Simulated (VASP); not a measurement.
# Ta (Im-3m) in VASP: notebook

Runs on Ta. Level: PBE. Tasks: single point, relaxation of volume and atoms at fixed shape.

Program: VASP 6.6.1. These are calculated values, not measurements. Logs are shortened: lines on timing, memory, paths and dates and some standing lists are left out, and cuts for length are marked.

**1. The cell of the first run**

The structure is cubic, space group Im-3m (No. 229). Conventional cell: a = 3.320 Å, b = 3.320 Å, c = 3.320 Å, α = 90.00°, β = 90.00°, γ = 90.00°. Within 3.8 Å of Ta (site symmetry m-3m) lie 14 Ta at 2.88 to 3.32 Å.

**2. Single point, PBE**

The input, INCAR:

```
  PREC = Accurate
  ENCUT = 520
  EDIFF = 1E-6
  ISMEAR = 1
  SIGMA = 0.1
  LREAL = False
  LASPH = True
  NELM = 80
  ALGO = Normal
  ISIF = 2
  LWAVE = False
  LCHARG = False
  GGA = PE
  NBANDS = 18
```

The input, KPOINTS:

```
regular mesh
0
Gamma
  13 13 13
```

The input, POSCAR:

```
Ta
1.0
    3.3202621169      0.0000000000      0.0000000000
    0.0000000000      3.3202621169      0.0000000000
    0.0000000000      0.0000000000      3.3202621169
Ta
2
Direct
    0.0000000000      0.0000000000      0.0000000000
    0.5000000000      0.5000000000      0.5000000000
```

Potentials or basis: VASP PAW PBE potentials, release 64 (Ta_pv).

On the command line:

```
cat potpaw_PBE.64/Ta_pv/POTCAR > POTCAR
mpirun -np 1 vasp_std > vasp.out
```

OUTCAR:

```text
PREC = Accurate
   ENCUT = 520
   EDIFF = 1E-6
   ISMEAR = 1
   LREAL = False
   LASPH = True
   NELM = 80
   ISIF = 2
   GGA = PE

 ion  position               nearest neighbor table
   1  0.000  0.000  0.000-   2 2.88   2 2.88   2 2.88   2 2.88   2 2.88   2 2.88   2 2.88   2 2.88

   2  0.500  0.500  0.500-   1 2.88   1 2.88   1 2.88   1 2.88   1 2.88   1 2.88   1 2.88   1 2.88

  LATTYP: Found a simple cubic cell.
 ALAT       =     3.3202621169

  Lattice vectors:

 A1 = (   3.3202621169,   0.0000000000,   0.0000000000)
 A2 = (   0.0000000000,   3.3202621169,   0.0000000000)
 A3 = (   0.0000000000,   0.0000000000,   3.3202621169)

Analysis of symmetry for initial positions (statically):
=====================================================================
 Subroutine PRICEL returns following result:

  LATTYP: Found a body centered cubic cell.
 ALAT       =     3.3202621169

  Lattice vectors:

 A1 = (   1.6601310584,   1.6601310585,  -1.6601310584)
 A2 = (  -1.6601310584,   1.6601310584,   1.6601310584)
 A3 = (   1.6601310584,  -1.6601310584,   1.6601310585)

   2 primitive cells build up your supercell.

 Routine SETGRP: Setting up the symmetry group for a
 simple cubic supercell.

 Subroutine GETGRP returns: Found 48 space group operations
 (whereof 48 operations were pure point group operations)
 out of a pool of 48 trial point group operations.

The static configuration has the point symmetry O_h .

Analysis of symmetry for dynamics (positions and initial velocities):
=====================================================================
 Subroutine PRICEL returns following result:

  LATTYP: Found a body centered cubic cell.
 ALAT       =     3.3202621169

  Lattice vectors:

 A1 = (   1.6601310584,   1.6601310585,  -1.6601310584)
 A2 = (  -1.6601310584,   1.6601310584,   1.6601310584)
 A3 = (   1.6601310584,  -1.6601310584,   1.6601310585)

   2 primitive cells build up your supercell.

 Routine SETGRP: Setting up the symmetry group for a
 simple cubic supercell.

 Subroutine GETGRP returns: Found 48 space group operations
 (whereof 48 operations were pure point group operations)
 out of a pool of 48 trial point group operations.

The dynamic configuration has the point symmetry O_h .
[... 89 lines left out ...]
   ISTART =      0    job   : 0-new  1-cont  2-samecut
   ICHARG =      2    charge: 1-file 2-atom 10-const
   ISPIN  =      1    spin polarized calculation?
   LNONCOLLINEAR =      F non collinear calculations
   LSORBIT =      F    spin-orbit coupling
   LASPH  =      T    aspherical Exc in radial PAW
   ENCUT  =  520.0 eV  38.22 Ry    6.18 a.u.   6.17  6.17  6.17*2*pi/ulx,y,z
   NELM   =     80;   NELMIN=  2; NELMDL= -5     # of ELM steps
   EDIFF  = 0.1E-05   stopping-criterion for ELM
   LREAL  =      F    real-space projection
   EDIFFG = 0.1E-04   stopping-criterion for IOM
   NSW    =      0    number of steps for IOM
   IBRION =     -1    ionic relax: 0-MD 1-quasi-New 2-CG
   NFREE  =      0    steps in history (QN), initial steepest desc. (CG)
   ISIF   =      2    stress and relaxation
   ISYM   =      2    0-nonsym 1-usesym 2-fastsym
   POTIM  = 0.5000    time-step for ionic-motion
   TEBEG  =    0.0;   TEEND  =   0.0 temperature during run
   PSTRESS=    0.0 pullay stress
   NELECT =      22.0000    total number of electrons
   NUPDOWN=      -1.0000    fix difference up-down
   EMIN   =  10.00;   EMAX   =-10.00  energy-range for DOS
   EFERMI =   0.00;   METHOD = LEGACY
   ISMEAR =     1;   SIGMA  =   0.10  broadening in eV -4-tet -1-fermi 0-gaus
   EFERMI_NEDOS =   21; number of points for ismear=-14 and -15
   IALGO  =     38    algorithm
   IMIX   =      4    mixing-type and parameters
     AMIX     =   0.40;   BMIX     =  1.00
     AMIX_MAG =   1.60;   BMIX_MAG =  1.00
  volume/ion in A,a.u.               =      18.30       123.50
  Fermi-wavevector in a.u.,A,eV,Ry     =   1.381582  2.610812 25.970379  1.908769
  Thomas-Fermi vector in A             =   2.506353
   LORBIT       =      0    0 simple, 1 ext, 2 COOP (PROOUT), +10 PAW based schemes
   GGA     = PE    functional components
   LHFCALC =     F    Hartree Fock is set to
   AEXX    =    0.0000 exact exchange contribution
   IVDW    =     0    specifies the selected vdW correction
   LEPSILON=     F    determine dielectric tensor
   LRPA    =     F    only Hartree local field effects (RPA)
 non-spin polarized calculation
 Methfessel and Paxton  Order N= 1 SIGMA  =   0.10
  energy-cutoff  :      520.00
  volume of cell :       36.60
 maximum number of plane-waves:      1021
 NGX is ok and might be reduce to    28
   NGX = 13   NGY = 13   NGZ = 13

 number of electron      21.9999997 magnetization

 Free energy of the ion-electron system (eV)
  ---------------------------------------------------
  ext. energy  EPLUGINS =         0.00000000
  ---------------------------------------------------
  free energy    TOTEN  =       -23.62322523 eV

  energy without entropy =      -23.62287227  energy(sigma->0) =      -23.62310758

 E-fermi :   5.3425     XC(G=0): -12.5377

 val. band max:        5.3232519907   @ k =   0.4615   0.3846   0.2308
 cond. band min:       5.3453402358   @ k =   0.4615   0.3077   0.0769
 fundamental gap:      0.0220882452
 Fermi energy:         5.3424688988

 k-point     1 :       0.0000    0.0000    0.0000
  band No.  band energies     occupation
      1     -28.5617      2.00000
      2     -28.5617      2.00000
      3     -28.5617      2.00000
      4     -27.7840      2.00000
      5     -27.7840      2.00000
      6     -27.7840      2.00000
[... 481 lines left out ...]
      5     -27.9660      2.00000
      6     -27.8015      2.00000
[... 10 lines left out ...]
     17      11.7625      0.00000
     18      12.5589      0.00000

 [... further k-points ...]

------------------------ aborting loop because EDIFF is reached ----------------------------------------

  FORCE on cell =-STRESS in cart. coord.  units (eV):
  Direction    XX          YY          ZZ          XY          YZ          ZX
  --------------------------------------------------------------------------------------
  -------------------------------------------------------------------------------------
  Total        0.0432070      0.0432070      0.0432070      0.0000000     -0.0000000     -0.0000000
  in kB        1.8912450      1.8912450      1.8912450      0.0000000     -0.0000000     -0.0000000
  external PRESSURE =       1.8912450 kB  Pullay stress =       0.0000000 kB

 VOLUME and BASIS-vectors are now :
 -----------------------------------------------------------------------------
  energy-cutoff  :      520.00
  volume of cell :       36.60
      direct lattice vectors                 reciprocal lattice vectors
     3.320262117  0.000000000  0.000000000     0.301181041  0.000000000  0.000000000
     0.000000000  3.320262117  0.000000000     0.000000000  0.301181041  0.000000000
     0.000000000  0.000000000  3.320262117     0.000000000  0.000000000  0.301181041

 POSITION                                       TOTAL-FORCE (eV/Angst)
 -----------------------------------------------------------------------------------
      0.00000      0.00000      0.00000        -0.000000     -0.000000     -0.000000
      1.66013      1.66013      1.66013         0.000000      0.000000      0.000000
 -----------------------------------------------------------------------------------
    total drift:                                0.000000      0.000000      0.000000

  FREE ENERGIE OF THE ION-ELECTRON SYSTEM (eV)
  ---------------------------------------------------
  free  energy   TOTEN  =       -23.6232252277 eV

  energy  without entropy=      -23.6228722722  energy(sigma->0) =      -23.62310758
```

stdout:

```text
POSCAR found type information on POSCAR Ta
 POSCAR found :  1 types and       2 ions
 scaLAPACK will be used
 LDA part: xc-table for (Slater+PW92), standard interpolation
 POSCAR, INCAR and KPOINTS ok, starting setup
 FFT: planning ... GRIDC
 FFT: planning ... GRID_SOFT
 FFT: planning ... GRID
 WAVECAR not read
 entering main loop
```

Run time: 57 s. Hardware: 1 thread of Intel Xeon 8259CL, shared host; peak memory 0.19 GiB.

What came out:

```yaml
Free_energy: -23.6232 eV
Pressure: 0.2 GPa
Band_gap_on_the_k_mesh: zero (bands 11 and 12 overlap by 2.48 eV)
```

Caveat: spin-orbit coupling is left out, which moves the levels of the heavy elements.

**3. Relaxation of volume and atoms at fixed shape, PBE**

This run uses another cell than the first one, of 17.97 Å³/atom.

The input, INCAR:

```
SYSTEM = Ta
PREC = Accurate ; ENCUT = 600
EDIFF = 1E-6 ; ISMEAR = 1
SIGMA = 0.1 ; LREAL = .FALSE.
LASPH = .TRUE. ; NELM = 80
ALGO = Normal ; ISIF = 8
LWAVE = .FALSE. ; LCHARG = .FALSE.
GGA = PE ; IBRION = 2
NSW = 80 ; EDIFFG = -0.01
```

The input, KPOINTS:

```
regular mesh
0
G
  13 13 13
  0 0 0
```

The input, POSCAR:

```
Ta
1.0
    3.3000000000      0.0000000000      0.0000000000
    0.0000000000      3.3000000000      0.0000000000
    0.0000000000      0.0000000000      3.3000000000
Ta
2
Direct
    0.0000000000      0.0000000000      0.0000000000
    0.5000000000      0.5000000000      0.5000000000
```

Potentials or basis: VASP PAW PBE potentials, release 64 (Ta_pv).

On the command line:

```
cat potpaw_PBE.64/Ta_pv/POTCAR > POTCAR
mpirun -np 1 vasp_std > vasp.out
```

Run time: 2.4 min. Hardware: 1 thread of Intel Xeon 8259CL, shared host; peak memory 0.19 GiB.

The run converged. Its results:

```yaml
Free_energy: -23.6237 eV
Relaxed_volume: 18.33 Å³/atom
Relaxed_cell: a = 3.322 Å, b = 3.322 Å, c = 3.322 Å, α = 90.00°, β = 90.00°, γ = 90.00°
Space_group_after_relaxing_to_0.1_Å: Im-3m (No. 229)
Energy_gained_by_relaxing: 4.2 meV/atom
Ionic_steps: 3
Pressure_after_relaxing: 0.0 GPa
Band_gap_on_the_k_mesh: zero (bands 11 and 12 overlap by 2.47 eV)
```

Step by step:
| step | energy change (eV) | largest force (eV/Å) | pressure (GPa) | volume (Å³) |
| --- | --- | --- | --- | --- |
| 1 | 0.0000 | 0.0000 | 3.92 | 35.94 |
| 2 | 0.0333 | 0.0000 | -7.94 | 38.27 |
| 3 | -0.0085 | 0.0000 | -0.04 | 36.65 |

Final structure:
```cif
data_structure
_symmetry_space_group_name_H-M 'P 1'
_symmetry_Int_Tables_number 1
_cell_length_a 3.3217
_cell_length_b 3.3217
_cell_length_c 3.3217
_cell_angle_alpha 90.000
_cell_angle_beta 90.000
_cell_angle_gamma 90.000
_cell_volume 36.65
loop_
_atom_site_label
_atom_site_type_symbol
_atom_site_fract_x
_atom_site_fract_y
_atom_site_fract_z
_atom_site_occupancy
Ta1 Ta 0.00000 0.00000 0.00000 1
Ta2 Ta 0.50000 0.50000 0.50000 1
```

Levels at points of the mesh, in eV from the Fermi level:
| k point | band 8 | band 9 | band 10 | band 11 | band 12 | band 13 | band 14 | band 15 |
| --- | --- | --- | --- | --- | --- | --- | --- | --- |
| (0.00, 0.00, 0.00) | -3.69 | -3.69 | 0.75 | 0.75 | 0.75 | 3.96 | 3.96 | 6.71 |

Caveat: spin-orbit coupling is left out, which moves the levels of the heavy elements.
